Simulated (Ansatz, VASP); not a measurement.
Two plane-wave programs on AlN

INCAR

```
PREC = Accurate
ENCUT = 520
EDIFF = 1E-7
ISMEAR = 0
SIGMA = 0.05
LREAL = False
LASPH = True
NELM = 80
ALGO = Normal
ISIF = 2
LWAVE = False
LCHARG = True
LELF = True
LVHAR = True
NBANDS = 16
```

Contents of KPOINTS:

```
Automatic mesh
0
Gamma
  8 8 6
```

File POSCAR:

```
AlN
1.0
    0.0000000000     -2.0556581276     -2.0556581276
    0.0000000000      2.0556581276     -2.0556581276
    4.1113162551      0.0000000000      0.0000000000
Al N
2 2
Direct
    0.5167537586      0.4832462414      0.0000000000
   -0.0167537586      0.0167537586      0.5000000000
    0.4931383696      0.5068616304      0.5000000000
    0.0068616304      0.9931383696      0.0000000000
```

Input for Ansatz:

```yaml
crystal:
  lattice:
    - [0.0, -2.0556581276, -2.0556581276]
    - [0.0, 2.0556581276, -2.0556581276]
    - [4.1113162551, 0.0, 0.0]
  atoms:
    - { symbol: Al, position: [0.5167537586, 0.4832462414, 0.0] }
    - { symbol: Al, position: [-0.0167537586, 0.0167537586, 0.5] }
    - { symbol: "N", position: [0.4931383696, 0.5068616304, 0.5] }
    - { symbol: "N", position: [0.0068616304, 0.9931383696, 0.0] }
basis:
  ecutwfc: 520.0
kpoints:
  mp_grid: { grid: [8, 8, 6] }
hamiltonian:
  xc: lda
scf:
  occupations: { method: gaussian, width: 0.05 }
output:
  forces: true
  stress: true
  eigenvalues: true
  write_density: true
  write_potential: true
  elf: true
  volumetric_format: npy
```

Change from the starting cell: mode 4 frozen in at -0.067 Å, equal normal strain along x, y and z +0.0250.

Alike in both runs: task single point; functional LDA; k mesh 8 × 8 × 6; occupations gaussian, width 0.05 eV; no spin polarisation.

|  | VASP | Ansatz |
| --- | --- | --- |
| version | VASP 6.6.1 | Ansatz 0.2.0 |
| potentials or method | VASP PAW LDA potentials, release 64 (Al, N), cutoff 520 eV | scalar-relativistic, plane waves, PAW |
| valence electrons in the cell | 16 | 16 |

Ansatz gave:

```
gap on the k mesh at the Fermi level (eV)                     : 3.97
least direct gap on the mesh (eV)                             : 4.01
pressure (GPa)                                                : -17.3
traceless stress, the component that is largest in VASP (GPa) : -0.61
rms of the force components (eV/Å)                            : 0.267
```

Task: Estimate VASP's values.

Result: gap on the k mesh at the Fermi level (eV): 3.96; least direct gap on the mesh (eV): 4.00; pressure (GPa): -16.9; traceless stress, the component that is largest in VASP (GPa): -0.61; rms of the force components (eV/Å): 0.269.

LDA's correlation is that of Perdew and Zunger in VASP and of Perdew and Wang (1992) in Ansatz. Atom by atom the forces differ by 0.005 eV/Å (rms over components).
